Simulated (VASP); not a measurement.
# Cu5Au (P-62m) in VASP: single point with PBE

Aim: the single point of Cu5Au with PBE.

All numbers are computed with VASP 6.6.1; they aren't measurements. Logs are shortened: lines on timing, memory, paths and dates and some standing lists are left out, and cuts for length are marked.

**1. The cell of the first run**

It takes space group P-62m (No. 189, hexagonal). Conventional cell: a = 4.583 Å, b = 4.583 Å, c = 4.312 Å, α = 90.00°, β = 90.00°, γ = 120.00°. Within 3.4 Å of Cu (site symmetry m2m) lie 10 Cu at 2.59 to 2.76 Å and 2 Au at 2.68 Å. Cu (site symmetry -6) has 9 Cu at 2.62 to 2.65 Å and 3 Au at 2.65 Å within 3.5 Å. Within 3.5 Å of Au (site symmetry -62m) lie 12 Cu at 2.65 to 2.68 Å.

**2. Single point, PBE**

INCAR reads:

```
PREC = Accurate ; ENCUT = 520
EDIFF = 1E-6 ; ISMEAR = 0
SIGMA = 0.1 ; LREAL = False
LASPH = True ; NELM = 100
ALGO = Fast ; ISIF = 2
LWAVE = False ; LCHARG = False
GGA = PE ; NBANDS = 42
```

KPOINTS reads:

```
Automatic mesh
0
Gamma
  8 12 12
```

POSCAR reads:

```
Cu5Au
1.0
    0.0000000000      0.0000000000     -4.3120045494
   -3.9687172870     -2.2913399940      0.0000000000
    0.0000000000      4.5826799880      0.0000000000
Cu Au
5 1
Direct
    0.7500000000      0.6526303780      0.6666666667
    0.7500000000      1.0000000000      0.3192970447
    0.7500000000      0.3473696220      0.0140362886
    0.2500000000      0.3333333333      0.3333333333
    0.2500000000      0.6666666667      1.0000000000
    0.2500000000      1.0000000000      0.6666666667
```

Potentials or basis: VASP PAW PBE potentials, release 64 (Cu, Au).

Run with:

```sh
$ cat potpaw_PBE.64/Cu/POTCAR potpaw_PBE.64/Au/POTCAR > POTCAR
$ mpirun -np 1 vasp_std > vasp.out
```

OUTCAR:

```text
PREC = Accurate
   ENCUT = 520
   EDIFF = 1E-6
   ISMEAR = 0
   LREAL = False
   LASPH = True
   NELM = 100
   ISIF = 2
   GGA = PE

 ion  position               nearest neighbor table
   1  0.750  0.653  0.667-   3 2.59   2 2.59   2 2.59   3 2.59   5 2.62   5 2.62   4 2.62   4 2.62
                             6 2.68   6 2.68   3 2.76   2 2.76
   2  0.750  0.000  0.319-   3 2.59   1 2.59   1 2.59   3 2.59   4 2.62   5 2.62   4 2.62   5 2.62
                             6 2.68   6 2.68   3 2.76   1 2.76
   3  0.750  0.347  0.014-   1 2.59   2 2.59   2 2.59   1 2.59   5 2.62   5 2.62   4 2.62   4 2.62
                             6 2.68   6 2.68   2 2.76   1 2.76
   4  0.250  0.333  0.333-   2 2.62   2 2.62   1 2.62   1 2.62   3 2.62   3 2.62   5 2.65   6 2.65
                             6 2.65   6 2.65   5 2.65   5 2.65
   5  0.250  0.667  0.000-   1 2.62   1 2.62   2 2.62   2 2.62   3 2.62   3 2.62   4 2.65   6 2.65
                             6 2.65   4 2.65   6 2.65   4 2.65
   6  0.250  0.000  0.667-   4 2.65   5 2.65   5 2.65   4 2.65   5 2.65   4 2.65   3 2.68   3 2.68
                             1 2.68   1 2.68   2 2.68   2 2.68

  LATTYP: Found a hexagonal cell.
 ALAT       =     4.5826799880
 C/A-ratio  =     0.9409351211

  Lattice vectors:

 A1 = (  -3.9687172870,  -2.2913399940,   0.0000000000)
 A2 = (   0.0000000000,   4.5826799880,   0.0000000000)
 A3 = (   0.0000000000,   0.0000000000,  -4.3120045494)

Analysis of symmetry for initial positions (statically):
=====================================================================
 Subroutine PRICEL returns:
 Original cell was already a primitive cell.

 Routine SETGRP: Setting up the symmetry group for a
 hexagonal supercell.

 Subroutine GETGRP returns: Found 12 space group operations
 (whereof  2 operations were pure point group operations)
 out of a pool of 24 trial point group operations.

The static configuration has the point symmetry C_1h.
 The point group associated with its full space group is D_3h.

Analysis of symmetry for dynamics (positions and initial velocities):
=====================================================================
 Subroutine PRICEL returns:
 Original cell was already a primitive cell.

 Routine SETGRP: Setting up the symmetry group for a
 hexagonal supercell.

 Subroutine GETGRP returns: Found 12 space group operations
 (whereof  2 operations were pure point group operations)
 out of a pool of 24 trial point group operations.

The dynamic configuration has the point symmetry C_1h.
 The point group associated with its full space group is D_3h.

 Subroutine INISYM returns: Found 12 space group operations
 (whereof  2 operations are pure point group operations),
 and found     1 'primitive' translations

----------------------------------------------------------------------------------------

                                     Primitive cell

  volume of cell :      78.4240

  direct lattice vectors                    reciprocal lattice vectors
     0.000000000  0.000000000 -4.312004549     0.000000000  0.000000000 -0.231910702
    -3.968717287 -2.291339994  0.000000000    -0.251970581  0.000000000  0.000000000
     0.000000000  4.582679988  0.000000000    -0.125985290  0.218212924  0.000000000

  length of vectors
     4.312004549  4.582679988  4.582679988     0.231910702  0.251970581  0.251970581

  position of ions in fractional coordinates (direct lattice)
     0.750000000  0.652630378  0.666666667
     0.750000000  0.000000000  0.319297045
     0.750000000  0.347369622  0.014036289
     0.250000000  0.333333333  0.333333333
     0.250000000  0.666666667  0.000000000
     0.250000000  0.000000000  0.666666667

  ion indices of the primitive-cell ions
   primitive index   ion index
                 1           1
                 2           2
                 3           3
                 4           4
                 5           5
                 6           6

----------------------------------------------------------------------------------------

 KPOINTS: Automatic mesh

Automatic generation of k-mesh.
 Grid dimensions read from file:
 generate k-points for:    8   12   12

 Generating k-lattice:

  Cartesian coordinates                     Fractional coordinates (reciprocal lattice)
     0.000000000  0.000000000 -0.028988838     0.125000000  0.000000000  0.000000000
    -0.020997548  0.000000000  0.000000000     0.000000000  0.083333333  0.000000000
    -0.010498774  0.018184410  0.000000000     0.000000000  0.000000000  0.083333333

  Length of vectors
     0.028988838  0.020997548  0.020997548

  Shift w.r.t. Gamma in fractional coordinates (k-lattice)
     0.000000000  0.000000000  0.000000000

 Subroutine IBZKPT returns following result:
 ===========================================

 Found     95 irreducible k-points:

 Following reciprocal coordinates:
            Coordinates               Weight
  0.000000  0.000000  0.000000      1.000000
  0.125000  0.000000  0.000000      2.000000
  0.250000  0.000000  0.000000      2.000000
  0.375000  0.000000  0.000000      2.000000
  0.500000  0.000000  0.000000      1.000000
  0.000000  0.083333  0.000000      6.000000
[... 16 lines left out ...]
  0.250000  0.333333  0.000000     12.000000
  0.375000  0.333333  0.000000     12.000000
 [... further k-points ...]
   k-points           NKPTS =     95   k-points in BZ     NKDIM =     95   number of bands    NBANDS=     42
   number of dos      NEDOS =    301   number of ions     NIONS =      6
   total plane-waves  NPLWV =  41472
   dimension x,y,z NGX =    32 NGY =   36 NGZ =   36
   dimension x,y,z NGXF=    64 NGYF=   72 NGZF=   72
   ions per type =               5   1
   NGX,Y,Z   is equivalent  to a cutoff of  12.34, 13.06, 13.06 a.u.
   NGXF,Y,Z  is equivalent  to a cutoff of  24.67, 26.12, 26.12 a.u.
 SYSTEM =  unknown system
   PREC   = accura    normal or accurate (medium, high low for compatibility)
   ISTART =      0    job   : 0-new  1-cont  2-samecut
   ICHARG =      2    charge: 1-file 2-atom 10-const
   ISPIN  =      1    spin polarized calculation?
   LNONCOLLINEAR =      F non collinear calculations
   LSORBIT =      F    spin-orbit coupling
   LASPH  =      T    aspherical Exc in radial PAW
   ENCUT  =  520.0 eV  38.22 Ry    6.18 a.u.   8.02  8.52  8.52*2*pi/ulx,y,z
   NELM   =    100;   NELMIN=  2; NELMDL= -5     # of ELM steps
   EDIFF  = 0.1E-05   stopping-criterion for ELM
   LREAL  =      F    real-space projection
   EDIFFG = 0.1E-04   stopping-criterion for IOM
   NSW    =      0    number of steps for IOM
   IBRION =     -1    ionic relax: 0-MD 1-quasi-New 2-CG
   NFREE  =      0    steps in history (QN), initial steepest desc. (CG)
   ISIF   =      2    stress and relaxation
   ISYM   =      2    0-nonsym 1-usesym 2-fastsym
   POTIM  = 0.5000    time-step for ionic-motion
   TEBEG  =    0.0;   TEEND  =   0.0 temperature during run
   PSTRESS=    0.0 pullay stress
   NELECT =      66.0000    total number of electrons
   NUPDOWN=      -1.0000    fix difference up-down
   EMIN   =  10.00;   EMAX   =-10.00  energy-range for DOS
   EFERMI =   0.00;   METHOD = LEGACY
   ISMEAR =     0;   SIGMA  =   0.10  broadening in eV -4-tet -1-fermi 0-gaus
   EFERMI_NEDOS =   21; number of points for ismear=-14 and -15
   IALGO  =     68    algorithm
   IMIX   =      4    mixing-type and parameters
     AMIX     =   0.40;   BMIX     =  1.00
     AMIX_MAG =   1.60;   BMIX_MAG =  1.00
  volume/ion in A,a.u.               =      13.07        88.21
  Fermi-wavevector in a.u.,A,eV,Ry     =   1.545633  2.920824 32.504084  2.388983
  Thomas-Fermi vector in A             =   2.650984
   LORBIT       =      0    0 simple, 1 ext, 2 COOP (PROOUT), +10 PAW based schemes
   GGA     = PE    functional components
   LHFCALC =     F    Hartree Fock is set to
   AEXX    =    0.0000 exact exchange contribution
   IVDW    =     0    specifies the selected vdW correction
   LEPSILON=     F    determine dielectric tensor
   LRPA    =     F    only Hartree local field effects (RPA)
 non-spin polarized calculation
 RMM-DIIS sequential band-by-band and
 Gauss-broadening in eV      SIGMA  =   0.10
  energy-cutoff  :      520.00
  volume of cell :       78.42
 maximum number of plane-waves:      2152
   NGX = 17   NGY = 17   NGZ = 17

 number of electron      66.0000049 magnetization

 Free energy of the ion-electron system (eV)
  ---------------------------------------------------
  ext. energy  EPLUGINS =         0.00000000
  ---------------------------------------------------
  free energy    TOTEN  =       -21.91677178 eV

  energy without entropy =      -21.90856086  energy(sigma->0) =      -21.91266632

 E-fermi :   7.6702     XC(G=0): -12.5439

 val. band max:        7.6694773324   @ k =   0.2500   0.4167   0.0000
 cond. band min:       7.6910637264   @ k =   0.3750   0.5000   0.0000
 fundamental gap:      0.0215863940
 Fermi energy:         7.6702324044

 k-point     1 :       0.0000    0.0000    0.0000
  band No.  band energies     occupation
      1      -1.6346      2.00000
      2       1.6917      2.00000
      3       2.3896      2.00000
      4       2.3896      2.00000
      5       2.5924      2.00000
      6       2.5924      2.00000
[... 34 lines left out ...]
     41      17.5496      0.00000
     42      17.7905      0.00000

 k-point     2 :       0.1250    0.0000    0.0000
  band No.  band energies     occupation
      1      -1.4981      2.00000
      2       1.6909      2.00000
      3       2.3980      2.00000
      4       2.3980      2.00000
      5       2.6108      2.00000
      6       2.6108      2.00000
[... 34 lines left out ...]
     41      16.7495      0.00000
     42      16.7638      0.00000

 k-point     3 :       0.2500    0.0000    0.0000
  band No.  band energies     occupation
      1      -1.1006      2.00000
      2       1.6222      2.00000
      3       2.4285      2.00000
      4       2.4285      2.00000
      5       2.6402      2.00000
      6       2.6402      2.00000
[... 897 lines left out ...]
      4       2.2003      2.00000
      5       2.4075      2.00000
      6       2.6030      2.00000
[... 34 lines left out ...]
     41      15.8206      0.00000
     42      17.5519      0.00000

 k-point    24 :       0.3750    0.3333    0.0000
  band No.  band energies     occupation
      1       0.5396      2.00000
      2       1.7320      2.00000
      3       2.0446      2.00000
      4       2.2433      2.00000
      5       2.3975      2.00000
      6       2.6184      2.00000
[... 34 lines left out ...]
     41      17.4841      0.00000
     42      18.2936      0.00000

 [... further k-points ...]

------------------------ aborting loop because EDIFF is reached ----------------------------------------

  FORCE on cell =-STRESS in cart. coord.  units (eV):
  Direction    XX          YY          ZZ          XY          YZ          ZX
  --------------------------------------------------------------------------------------
  -------------------------------------------------------------------------------------
  Total        0.0990483      0.0990483      0.0856149      0.0000000      0.0000000     -0.0000000
  in kB        2.0235263      2.0235263      1.7490852      0.0000000      0.0000000     -0.0000000
  external PRESSURE =       1.9320459 kB  Pullay stress =       0.0000000 kB

 VOLUME and BASIS-vectors are now :
 -----------------------------------------------------------------------------
  energy-cutoff  :      520.00
  volume of cell :       78.42
      direct lattice vectors                 reciprocal lattice vectors
     0.000000000  0.000000000 -4.312004549     0.000000000  0.000000000 -0.231910702
    -3.968717287 -2.291339994  0.000000000    -0.251970581  0.000000000  0.000000000
     0.000000000  4.582679988  0.000000000    -0.125985290  0.218212924  0.000000000

 POSITION                                       TOTAL-FORCE (eV/Angst)
 -----------------------------------------------------------------------------------
     -2.59011      1.55972     -3.23400        -0.005978     -0.003451     -0.000000
      0.00000      1.46324     -3.23400         0.000000      0.006903     -0.000000
     -1.37861     -0.73162     -3.23400         0.005978     -0.003451      0.000000
     -1.32291      0.76378     -1.07800        -0.000000      0.000000      0.000000
     -2.64581     -1.52756     -1.07800         0.000000      0.000000      0.000000
      0.00000      3.05512     -1.07800        -0.000000      0.000000      0.000000
 -----------------------------------------------------------------------------------
    total drift:                               -0.000001      0.000000     -0.000000

  FREE ENERGIE OF THE ION-ELECTRON SYSTEM (eV)
  ---------------------------------------------------
  free  energy   TOTEN  =       -21.9167717808 eV

  energy  without entropy=      -21.9085608631  energy(sigma->0) =      -21.91266632
```

Wall time 11 min (1 thread of Intel Xeon 8259CL, shared host); peak memory 0.38 GiB.

What came out:

| Item | Value |
| --- | --- |
| Free energy | -21.9168 eV |
| Pressure | 0.2 GPa |
| Largest force | 0.007 eV/Å |
| Band gap on the k mesh | zero (bands 33 and 34 overlap by 4.51 eV) |

Forces in eV/Å, atoms in the order of the input:
```
Cu  -0.006 -0.003  0.000
Cu   0.000  0.007  0.000
Cu   0.006 -0.003  0.000
Cu   0.000  0.000  0.000
Cu   0.000  0.000  0.000
Au   0.000  0.000  0.000
```

Caveat: spin-orbit coupling is left out, which moves the levels of the heavy elements.
